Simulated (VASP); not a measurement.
Here is a VASP 6.6.1 calculation.

Contents of INCAR:

```
SYSTEM = Cl
ALGO     = Normal         ! electronic algorithm
EDIFF    = 1E-6           ! SCF threshold, eV
ENCUT    = 520            ! plane-wave cutoff, eV
GGA      = CA             ! functional
ISIF     = 2              ! what is computed and relaxed
ISMEAR   = -1             ! smearing method
LASPH    = .TRUE.         ! aspherical terms in the spheres
LCHARG   = .FALSE.        ! write CHGCAR
LREAL    = .FALSE.        ! projectors in reciprocal space
LWAVE    = .FALSE.        ! write WAVECAR
NBANDS   = 14             ! bands
NELM     = 80             ! most SCF steps
PREC     = Accurate       ! precision mode
SIGMA    = 0.1            ! smearing width, eV
```

The input KPOINTS:

```
k-points
0
G
  15 15 8
  0 0 0
```

The input POSCAR:

```
Cl
1.0
    2.9734575482      0.0000000000      0.0000000000
   -1.4867287740      2.5750897738      0.0000000000
    0.0000000000      0.0000000000      3.8682015056
Cl
2
Direct
    0.3333333333      0.6666666667      0.2500000000
    0.6666666667      0.3333333333      0.7500000000
```

Potentials or basis: VASP PAW LDA potentials, release 64 (Cl).

The run is started by

```console
$ cat potpaw_LDA.64/Cl/POTCAR > POTCAR
$ mpirun -np 1 vasp_std > vasp.out
```

(1) Predict the pressure.

(2) Predict the band gap on the k mesh.

Answers

(1) 22.5 GPa.

(2) zero (band 7 reaches 8.20 eV, above the bottom of band 8 at 5.06 eV).
